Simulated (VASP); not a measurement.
# B (R-3m) in VASP: single point with r2SCAN

Aim: the single point of B with r2SCAN.

Program: VASP 6.6.1. These are calculated values, not measurements. Logs are shortened: lines on timing, memory, paths and dates and some standing lists are left out, and cuts for length are marked.

## Step 1: The cell of the first run

It takes space group R-3m (No. 166, trigonal). The conventional cell has a = 5.574 Å, b = 5.574 Å, c = 12.033 Å, α = 90.00°, β = 90.00°, γ = 120.00°. Within 1.9 Å of B (site symmetry -3m) lie 2 B at 1.43 Å. B (site symmetry m) has 6 B at 1.59 to 1.79 Å within 2.1 Å. B (site symmetry m) has 6 B at 1.71 to 1.80 Å within 2.3 Å. Within 1.9 Å of B (site symmetry 3m) lie 4 B at 1.43 to 1.59 Å.

## Step 2: Single point, r2SCAN

Contents of POSCAR:

```
B
1.0
    2.7870550000      1.6091080000      4.0108890000
   -2.7870550000      1.6091080000      4.0108890000
    0.0000000000     -3.2182170000      4.0108890000
B
15
Direct
    0.5000000000      0.5000000000      0.5000000000
    0.8039000000      0.3161000000      0.8039000000
    0.8039000000      0.8039000000      0.3161000000
    0.3161000000      0.8039000000      0.8039000000
    0.1961000000      0.6839000000      0.1961000000
    0.6839000000      0.1961000000      0.1961000000
    0.1961000000      0.1961000000      0.6839000000
    0.0060000000      0.3295000000      0.0060000000
    0.0060000000      0.0060000000      0.3295000000
    0.3295000000      0.0060000000      0.0060000000
    0.9940000000      0.6705000000      0.9940000000
    0.6705000000      0.9940000000      0.9940000000
    0.9940000000      0.9940000000      0.6705000000
    0.6192000000      0.6192000000      0.6192000000
    0.3808000000      0.3808000000      0.3808000000
```

Contents of INCAR.step1:

```
ALGO = Normal
EDIFF = 1E-4
ENCUT = 520
GGA = PE
ISMEAR = -1
LASPH = T
LCHARG = F
LREAL = Auto
LWAVE = T
NBANDS = 36
NELM = 80
PREC = Accurate
SIGMA = 0.1
```

Contents of INCAR.step2:

```
ALGO = Normal
EDIFF = 1E-6
ENCUT = 520
ISIF = 2
ISMEAR = -1
ISTART = 1
LASPH = T
LCHARG = F
LMIXTAU = T
LREAL = Auto
LWAVE = F
METAGGA = R2SCAN
NBANDS = 36
NELM = 80
PREC = Accurate
SIGMA = 0.1
```

Contents of KPOINTS:

```
k-points
0
Gamma
  6 6 6
```

Potentials or basis: VASP PAW PBE potentials, release 64 (B).

Launch:

```bash
$ cat potpaw_PBE.64/B/POTCAR > POTCAR
$ cp INCAR.step1 INCAR
$ mpirun -np 1 vasp_std > vasp.out
$ cp INCAR.step2 INCAR
$ mpirun -np 1 vasp_std > vasp.out
```

OUTCAR:

```text
EDIFF = 1E-6
   ENCUT = 520
   ISIF = 2
   ISMEAR = -1
   ISTART = 1
   LASPH = T
   LREAL = Auto
   METAGGA = R2SCAN
   NELM = 80
   PREC = Accurate

 ion  position               nearest neighbor table
   1  0.500  0.500  0.500-  14 1.43  15 1.43
   2  0.804  0.316  0.804-  14 1.59   7 1.76   6 1.76   8 1.78  13 1.79  12 1.79
   3  0.804  0.804  0.316-  14 1.59   6 1.76   5 1.76   9 1.78  12 1.79  11 1.79
   4  0.316  0.804  0.804-  14 1.59   7 1.76   5 1.76  10 1.78  13 1.79  11 1.79
   5  0.196  0.684  0.196-  15 1.59   3 1.76   4 1.76  11 1.78   9 1.79  10 1.79
   6  0.684  0.196  0.196-  15 1.59   3 1.76   2 1.76  12 1.78   9 1.79   8 1.79
   7  0.196  0.196  0.684-  15 1.59   4 1.76   2 1.76  13 1.78   8 1.79  10 1.79
   8  0.006  0.330  0.006-  11 1.71   2 1.78   7 1.79   6 1.79  10 1.80   9 1.80
   9  0.006  0.006  0.330-  13 1.71   3 1.78   6 1.79   5 1.79  10 1.80   8 1.80
  10  0.330  0.006  0.006-  12 1.71   4 1.78   7 1.79   5 1.79   8 1.80   9 1.80
  11  0.994  0.670  0.994-   8 1.71   5 1.78   3 1.79   4 1.79  12 1.80  13 1.80
  12  0.670  0.994  0.994-  10 1.71   6 1.78   3 1.79   2 1.79  11 1.80  13 1.80
  13  0.994  0.994  0.670-   9 1.71   7 1.78   2 1.79   4 1.79  11 1.80  12 1.80
  14  0.619  0.619  0.619-   1 1.43   2 1.59   4 1.59   3 1.59
  15  0.381  0.381  0.381-   1 1.43   5 1.59   6 1.59   7 1.59

  LATTYP: Found a trigonal (rhomboedric) cell.
 ALAT       =     5.1423876973
 COS(alpha) =     0.4125212855

  Lattice vectors:

 A1 = (   2.7870550000,   1.6091080000,   4.0108890000)
 A2 = (  -2.7870550000,   1.6091080000,   4.0108890000)
 A3 = (   0.0000000000,  -3.2182170000,   4.0108890000)

Analysis of symmetry for initial positions (statically):
=====================================================================
 Subroutine PRICEL returns:
 Original cell was already a primitive cell.

 Routine SETGRP: Setting up the symmetry group for a
 trigonal (rhombohedral) supercell.

 Subroutine GETGRP returns: Found 12 space group operations
 (whereof 12 operations were pure point group operations)
 out of a pool of 12 trial point group operations.

The static configuration has the point symmetry D_3d.

Analysis of symmetry for dynamics (positions and initial velocities):
=====================================================================
 Subroutine PRICEL returns:
 Original cell was already a primitive cell.

 Routine SETGRP: Setting up the symmetry group for a
 trigonal (rhombohedral) supercell.

 Subroutine GETGRP returns: Found 12 space group operations
 (whereof 12 operations were pure point group operations)
 out of a pool of 12 trial point group operations.

The dynamic configuration has the point symmetry D_3d.

 Subroutine INISYM returns: Found 12 space group operations
 (whereof 12 operations are pure point group operations),
 and found     1 'primitive' translations

----------------------------------------------------------------------------------------

                                     Primitive cell

  volume of cell :     107.9252

  direct lattice vectors                    reciprocal lattice vectors
     2.787055000  1.609108000  4.010889000     0.179400837  0.103577033  0.083107104
    -2.787055000  1.609108000  4.010889000    -0.179400837  0.103577033  0.083107104
     0.000000000 -3.218217000  4.010889000     0.000000000 -0.207154066  0.083107078

  length of vectors
     5.142386090  5.142386090  5.142387697     0.223203165  0.223203165  0.223203032

  position of ions in fractional coordinates (direct lattice)
     0.500000000  0.500000000  0.500000000
     0.803900000  0.316100000  0.803900000
     0.803900000  0.803900000  0.316100000
     0.316100000  0.803900000  0.803900000
     0.196100000  0.683900000  0.196100000
     0.683900000  0.196100000  0.196100000
     0.196100000  0.196100000  0.683900000
     0.006000000  0.329500000  0.006000000
     0.006000000  0.006000000  0.329500000
     0.329500000  0.006000000  0.006000000
     0.994000000  0.670500000  0.994000000
     0.670500000  0.994000000  0.994000000
     0.994000000  0.994000000  0.670500000
     0.619200000  0.619200000  0.619200000
     0.380800000  0.380800000  0.380800000

  ion indices of the primitive-cell ions
   primitive index   ion index
                 1           1
[... 28 lines left out ...]
     0.000000000 -0.034525678  0.013851180     0.000000000  0.000000000  0.166666667

  Length of vectors
     0.037200527  0.037200527  0.037200505

  Shift w.r.t. Gamma in fractional coordinates (k-lattice)
     0.000000000  0.000000000  0.000000000

 Subroutine IBZKPT returns following result:
 ===========================================

 Found     32 irreducible k-points:

 Following reciprocal coordinates:
            Coordinates               Weight
  0.000000  0.000000  0.000000      1.000000
  0.166667  0.000000  0.000000      6.000000
  0.333333  0.000000  0.000000      6.000000
  0.500000 -0.000000 -0.000000      3.000000
  0.166667  0.166667  0.000000      6.000000
  0.333333  0.166667 -0.000000     12.000000
[... 16 lines left out ...]
  0.500000  0.500000  0.166667      6.000000
 -0.333333  0.500000  0.166667     12.000000
 [... further k-points ...]
   k-points           NKPTS =     32   k-points in BZ     NKDIM =     32   number of bands    NBANDS=     36
   number of dos      NEDOS =    301   number of ions     NIONS =     15
   total plane-waves  NPLWV =  64000
   dimension x,y,z NGX =    40 NGY =   40 NGZ =   40
   dimension x,y,z NGXF=    80 NGYF=   80 NGZF=   80
   ions per type =              15
   NGX,Y,Z   is equivalent  to a cutoff of  12.93, 12.93, 12.93 a.u.
   NGXF,Y,Z  is equivalent  to a cutoff of  25.86, 25.86, 25.86 a.u.
 SYSTEM =  unknown system
   PREC   = accura    normal or accurate (medium, high low for compatibility)
   ISTART =      1    job   : 0-new  1-cont  2-samecut
   ICHARG =      0    charge: 1-file 2-atom 10-const
   ISPIN  =      1    spin polarized calculation?
   LNONCOLLINEAR =      F non collinear calculations
   LSORBIT =      F    spin-orbit coupling
   LASPH  =      T    aspherical Exc in radial PAW
   ENCUT  =  520.0 eV  38.22 Ry    6.18 a.u.   9.56  9.56  9.56*2*pi/ulx,y,z
   NELM   =     80;   NELMIN=  2; NELMDL=  0     # of ELM steps
   EDIFF  = 0.1E-05   stopping-criterion for ELM
   LREAL  =      T    real-space projection
   EDIFFG = 0.1E-04   stopping-criterion for IOM
   NSW    =      0    number of steps for IOM
   IBRION =     -1    ionic relax: 0-MD 1-quasi-New 2-CG
   NFREE  =      0    steps in history (QN), initial steepest desc. (CG)
   ISIF   =      2    stress and relaxation
   ISYM   =      2    0-nonsym 1-usesym 2-fastsym
   POTIM  = 0.5000    time-step for ionic-motion
   TEBEG  =    0.0;   TEEND  =   0.0 temperature during run
   PSTRESS=    0.0 pullay stress
   NELECT =      45.0000    total number of electrons
   NUPDOWN=      -1.0000    fix difference up-down
   EMIN   =  10.00;   EMAX   =-10.00  energy-range for DOS
   EFERMI =   0.00;   METHOD = LEGACY
   ISMEAR =    -1;   SIGMA  =   0.10  broadening in eV -4-tet -1-fermi 0-gaus
   EFERMI_NEDOS =   21; number of points for ismear=-14 and -15
   IALGO  =     38    algorithm
   IMIX   =      4    mixing-type and parameters
     AMIX     =   0.40;   BMIX     =  1.00
     AMIX_MAG =   1.60;   BMIX_MAG =  1.00
  volume/ion in A,a.u.               =       7.20        48.55
  Fermi-wavevector in a.u.,A,eV,Ry     =   1.223033  2.311197 20.351719  1.495809
  Thomas-Fermi vector in A             =   2.358158
   LORBIT       =      0    0 simple, 1 ext, 2 COOP (PROOUT), +10 PAW based schemes
   METAGGA = R2SCAN    functional components
   LHFCALC =     F    Hartree Fock is set to
   AEXX    =    0.0000 exact exchange contribution
   IVDW    =     0    specifies the selected vdW correction
   LEPSILON=     F    determine dielectric tensor
   LRPA    =     F    only Hartree local field effects (RPA)
 non-spin polarized calculation
  energy-cutoff  :      520.00
  volume of cell :      107.93
 maximum number of plane-waves:      2949
 NGX is ok and might be reduce to    40
   NGX = 19   NGY = 19   NGZ = 19

 number of electron      45.0000000 magnetization

 Free energy of the ion-electron system (eV)
  ---------------------------------------------------
  ext. energy  EPLUGINS =         0.00000000
  ---------------------------------------------------
  free energy    TOTEN  =      -105.12477634 eV

  energy without entropy =     -104.97122041  energy(sigma->0) =     -105.04799838

 E-fermi :   4.6362     XC(G=0): -12.2822

 val. band max:        4.6141281337   @ k =   0.1667   0.1667   0.0000
 cond. band min:       4.6367032189   @ k =  -0.3333   0.1667   0.1667
 fundamental gap:      0.0225750852
 Fermi energy:         4.6362405016

 k-point     1 :       0.0000    0.0000    0.0000
  band No.  band energies     occupation
      1     -11.2037      2.00000
      2      -6.1479      2.00000
      3      -5.9822      2.00000
      4      -5.9822      2.00000
      5      -5.7894      2.00000
      6      -3.7312      2.00000
[... 877 lines left out ...]
     33      14.3187      0.00000
     34      14.5608      0.00000

 [... further k-points ...]

 [bands above 34 left out]

------------------------ aborting loop because EDIFF is reached ----------------------------------------

  FORCE on cell =-STRESS in cart. coord.  units (eV):
  Direction    XX          YY          ZZ          XY          YZ          ZX
  --------------------------------------------------------------------------------------
  -------------------------------------------------------------------------------------
  Total       16.5106734     16.5107017     16.1518527     -0.0000000     -0.0000013      0.0000000
  in kB      245.1052720    245.1056921    239.7784852     -0.0000000     -0.0000199      0.0000000
  external PRESSURE =     243.3298164 kB  Pullay stress =       0.0000000 kB

 VOLUME and BASIS-vectors are now :
 -----------------------------------------------------------------------------
  energy-cutoff  :      520.00
  volume of cell :      107.93
      direct lattice vectors                 reciprocal lattice vectors
     2.787055000  1.609108000  4.010889000     0.179400837  0.103577033  0.083107104
    -2.787055000  1.609108000  4.010889000    -0.179400837  0.103577033  0.083107104
     0.000000000 -3.218217000  4.010889000     0.000000000 -0.207154066  0.083107078

 POSITION                                       TOTAL-FORCE (eV/Angst)
 -----------------------------------------------------------------------------------
      0.00000     -0.00000      6.01633         0.000000      0.000000      0.000000
      1.35953     -0.78492      7.71655         1.314714     -0.759051     -0.486476
      0.00000      1.56985      7.71655         0.000000      1.518102     -0.486476
     -1.35953     -0.78492      7.71655        -1.314714     -0.759051     -0.486476
     -1.35953      0.78492      4.31612        -1.314714      0.759051      0.486476
      1.35953      0.78492      4.31612         1.314714      0.759051      0.486476
      0.00000     -1.56985      4.31612         0.000000     -1.518102      0.486476
     -0.90161      0.52055      1.36972        -0.257258      0.148528      0.004468
      0.00000     -1.04109      1.36972         0.000000     -0.297056      0.004468
      0.90161      0.52055      1.36972         0.257258      0.148528      0.004468
      0.90161     -0.52055     10.66295         0.257258     -0.148528     -0.004468
     -0.90161     -0.52055     10.66295        -0.257258     -0.148528     -0.004468
      0.00000      1.04109     10.66295         0.000000      0.297056     -0.004468
      0.00000     -0.00000      7.45063         0.000000     -0.000000      5.172203
      0.00000     -0.00000      4.58204         0.000000      0.000000     -5.172203
 -----------------------------------------------------------------------------------
    total drift:                                0.000000      0.000000     -0.000000

  FREE ENERGIE OF THE ION-ELECTRON SYSTEM (eV)
  ---------------------------------------------------
  free  energy   TOTEN  =      -105.1247763420 eV

  energy  without entropy=     -104.9712204131  energy(sigma->0) =     -105.04799838
```

Run time: 9.1 min. Hardware: 1 thread of Intel Xeon Platinum 8259CL at 2.50GHz (Skylake/Cascade Lake), shared host; peak memory 0.28 GiB.

What came out:

```yaml
Free_energy: -105.1248 eV
Pressure: 24.3 GPa
Largest_force: 5.172 eV/Å
Band_gap_on_the_k_mesh: zero (an odd number of electrons rules out a gap without spin polarisation)
```

Forces in eV/Å, atoms in the order of the input:
```
B    0.000  0.000  0.000
B    1.315 -0.759 -0.486
B    0.000  1.518 -0.486
B   -1.315 -0.759 -0.486
B   -1.315  0.759  0.486
B    1.315  0.759  0.486
B    0.000 -1.518  0.486
B   -0.257  0.149  0.004
B    0.000 -0.297  0.004
B    0.257  0.149  0.004
B    0.257 -0.149 -0.004
B   -0.257 -0.149 -0.004
B    0.000  0.297 -0.004
B    0.000  0.000  5.172
B    0.000  0.000 -5.172
```

Stress tensor (GPa, compression positive):
```
24.51  0.00  0.00
 0.00 24.51  0.00
 0.00  0.00 23.98
```

Caveat: the cell stands under pressure; the PAW data sets were made with another functional, which shifts forces and pressure a little.
